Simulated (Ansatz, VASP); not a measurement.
## Se in VASP and in Ansatz

The input POSCAR:

```
Se
1.0
    4.4518335053      0.0000000000      0.0000000000
   -2.2259167526      3.8554009090      0.0000000000
    0.0000000000      0.0000000000      5.0507540772
Se
3
Direct
    0.7746000000      0.7746000000      0.0000000000
    0.0000000000      0.2254000000      0.6666666667
    0.2254000000      0.0000000000      0.3333333333
```

INCAR.step1

```
SYSTEM = Se
PREC = Accurate ; ENCUT = 520
ISMEAR = -1 ; SIGMA = 0.05
LREAL = .False. ; LASPH = .True.
NELM = 80 ; NBANDS = 16
GGA = PE ; ALGO = Normal
EDIFF = 1E-4 ; LWAVE = .True.
LCHARG = .False.
```

File INCAR.step2:

```
SYSTEM = Se
PREC = Accurate ; ENCUT = 520
EDIFF = 1E-6 ; ISMEAR = -1
SIGMA = 0.05 ; LREAL = .False.
LASPH = .True. ; NELM = 80
ALGO = Normal ; ISIF = 2
LWAVE = .False. ; LCHARG = .False.
METAGGA = R2SCAN ; LMIXTAU = .True.
NBANDS = 16 ; ISTART = 1
```

File KPOINTS:

```
Automatic mesh
0
Gamma
  7 7 6
  0 0 0
```

The input input.yaml:

```yaml
crystal:
  lattice:
    - [4.4518335053, 0.0, 0.0]
    - [-2.2259167526, 3.855400909, 0.0]
    - [0.0, 0.0, 5.0507540772]
  atoms:
    - { symbol: Se, position: [0.7746, 0.7746, 0.0] }
    - { symbol: Se, position: [0.0, 0.2254, 0.6666666667] }
    - { symbol: Se, position: [0.2254, 0.0, 0.3333333333] }
hamiltonian:
  xc: r2scan
  pseudopotentials: { kind: paw }
kpoints:
  mp_grid: { grid: [7, 7, 6] }
scf:
  occupations: { method: fermi_dirac, width: 0.05 }
output:
  forces: true
  stress: true
  eigenvalues: true
```

Alike in both runs: task single point; functional r2SCAN; k mesh 7 × 7 × 6; occupations fermi-dirac, width 0.05 eV; no spin polarisation.

|  | VASP | Ansatz |
| --- | --- | --- |
| version | VASP 6.6.1 | Ansatz 0.2.0 |
| potentials or method | VASP PAW PBE potentials, release 64 (Se) | Ansatz PAW |
| plane-wave cutoff (eV) | 520 | 500 |
| valence electrons in the cell | 18 | 48 |

Ansatz gave:

| Quantity | Value |
| --- | --- |
| gap on the k mesh at the Fermi level (eV) | 1.38 |
| least direct gap on the mesh (eV) | 1.62 |
| pressure (GPa) | -1.8 |
| traceless stress, the component that is largest in VASP (GPa) | -0.58 |
| rms of the force components (eV/Å) | 0.282 |

Q: What did VASP give for the same quantities?

A: gap on the k mesh at the Fermi level (eV): 1.37; least direct gap on the mesh (eV): 1.61; pressure (GPa): -1.8; traceless stress, the component that is largest in VASP (GPa): -0.60; rms of the force components (eV/Å): 0.282.

VASP's potentials were made for PBE, not for r2SCAN. Atom by atom the forces differ by 0.000 eV/Å (rms over components). With one functional, cell and mesh, what is left measures potentials, basis and numerics. VASP's potentials hold 18 valence electrons a cell and Ansatz's 48, so a difference there can come from the potentials and not from the codes.

Noted on Ansatz's run: odd divisions of the mesh miss points on the zone boundary, where band edges often lie, so the gap on the mesh can be too wide.
